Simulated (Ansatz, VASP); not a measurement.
**ZnO in VASP and in Ansatz**

INCAR

```
PREC = Accurate
ENCUT = 520
EDIFF = 1E-6
ISMEAR = 0
SIGMA = 0.023
LREAL = F
LASPH = T
NELM = 80
ALGO = Normal
ISIF = 2
LWAVE = F
LCHARG = T
GGA = PE
LELF = T
LVHAR = T
NBANDS = 26
```

The input KPOINTS:

```
regular mesh
0
Gamma
  9 9 5
```

The input POSCAR:

```
ZnO
1.0
    3.2493080000      0.0000000000      0.0000000000
   -1.6246540000      2.8139832727      0.0000000000
    0.0000000000      0.0000000000      5.2057090000
Zn O
2 2
Direct
    0.6666666667      0.3333333333      0.0000000000
    0.3333333333      0.6666666667      0.5000000000
    0.3333333333      0.6666666667      0.8790100000
    0.6666666667      0.3333333333      0.3790100000
```

The input input.yaml:

```yaml
crystal:
  lattice:
    - [3.249308, 0.0, 0.0]
    - [-1.624654, 2.8139832727, 0.0]
    - [0.0, 0.0, 5.205709]
  atoms:
    - { symbol: Zn, position: [0.6666666667, 0.3333333333, 0.0] }
    - { symbol: Zn, position: [0.3333333333, 0.6666666667, 0.5] }
    - { symbol: O, position: [0.3333333333, 0.6666666667, 0.87901] }
    - { symbol: O, position: [0.6666666667, 0.3333333333, 0.37901] }
hamiltonian:
  xc: pbe
  pseudopotentials: { kind: paw }
kpoints:
  mp_grid: { grid: [9, 9, 5] }
scf:
  occupations: { method: gaussian, width: 0.023 }
output:
  forces: true
  stress: true
  eigenvalues: true
```

Alike in both runs: task single point; functional PBE; k mesh 9 × 9 × 5; occupations gaussian, width 0.023 eV; no spin polarisation.

```csv
,VASP,Ansatz
version,VASP 6.6.1,Ansatz 0.2.0
potentials or method,"VASP PAW PBE potentials, release 64 (Zn, O)",Ansatz PAW
plane-wave cutoff (eV),520,420
valence electrons in the cell,36,36
```

```csv
,VASP,Ansatz,Ansatz less VASP
gap on the k mesh at the Fermi level (eV),0.79,0.80,+0.015
least direct gap on the mesh (eV),0.79,0.80,+0.015
pressure (GPa),6.0,4.9,-1.10
"traceless stress, the component that is largest in VASP (GPa)",1.17,1.14,-0.039
rms of the force components (eV/Å),0.043,0.040,-0.0024
```

Atom by atom the forces differ by 0.002 eV/Å (rms over components).

Noted on Ansatz's run: odd divisions of the mesh miss points on the zone boundary, where band edges often lie, so the gap on the mesh can be too wide.
